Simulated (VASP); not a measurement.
Input of a VASP 6.6.1 run:

POSCAR

```
LiBr
1.0
    0.0000000000      2.7506500000      2.7506500000
    2.7506500000      0.0000000000      2.7506500000
    2.7506500000      2.7506500000      0.0000000000
Li Br
1 1
Direct
    0.0000000000      0.0000000000      0.0000000000
    0.5000000000      0.5000000000      0.5000000000
```

Contents of INCAR.step1:

```
SYSTEM = LiBr
PREC     = Accurate       ! precision mode
ENCUT    = 830            ! plane-wave cutoff, eV
ISMEAR   = 0              ! smearing method
SIGMA    = 0.02           ! smearing width, eV
LREAL    = .False.        ! projectors in reciprocal space
LASPH    = .True.         ! aspherical terms in the spheres
NELM     = 120            ! most SCF steps
GGA      = PE             ! functional
ALGO     = Normal         ! electronic algorithm
EDIFF    = 1E-5           ! SCF threshold, eV
LWAVE    = .True.         ! write WAVECAR
LCHARG   = .False.        ! write CHGCAR
GGA_COMPAT= .False.      
IBRION   = 2              ! ionic algorithm
ISIF     = 3              ! what is computed and relaxed
EDIFFG   = -0.005         ! ionic threshold
NELMIN   = 4            
NSW      = 100            ! ionic steps
```

The input INCAR.step2:

```
SYSTEM = LiBr
PREC     = Accurate       ! precision mode
ENCUT    = 830            ! plane-wave cutoff, eV
EDIFF    = 1E-7           ! SCF threshold, eV
ISMEAR   = 0              ! smearing method
SIGMA    = 0.02           ! smearing width, eV
LREAL    = .False.        ! projectors in reciprocal space
LASPH    = .True.         ! aspherical terms in the spheres
NELM     = 120            ! most SCF steps
ALGO     = Normal         ! electronic algorithm
ISIF     = 3              ! what is computed and relaxed
LWAVE    = .False.        ! write WAVECAR
LCHARG   = .False.        ! write CHGCAR
METAGGA  = R2SCAN         ! meta-GGA
LMIXTAU  = .True.       
IBRION   = 2              ! ionic algorithm
NSW      = 100            ! ionic steps
EDIFFG   = -0.005         ! ionic threshold
ISTART   = 1            
GGA_COMPAT= .False.      
NELMIN   = 4
```

File KPOINTS:

```
Automatic mesh
0
Gamma
  8 8 8
  0 0 0
```

Potentials or basis: VASP PAW PBE potentials, release 64 (Li_sv, Br).

The run is started by

```sh
$ cat potpaw_PBE.64/Li_sv/POTCAR potpaw_PBE.64/Br/POTCAR > POTCAR
$ cp INCAR.step1 INCAR
$ mpirun -np 1 vasp_std > vasp.out
$ cp INCAR.step2 INCAR
$ mpirun -np 1 vasp_std > vasp.out
```

(1) Predict the relaxed volume.

(2) What does it give for the band gap on the k mesh?

(3) What does it give for the relaxed cell?

(4) Predict the space group after relaxing (to 0.1 Å).

Answers

(1) 20.33 Å³/atom.

(2) 5.98 eV.

(3) a = 3.860 Å, b = 3.860 Å, c = 3.860 Å, α = 60.00°, β = 60.00°, γ = 60.00°.

(4) Fm-3m (No. 225).

Caveat: the PAW data sets were made with another functional, which shifts forces and pressure a little.
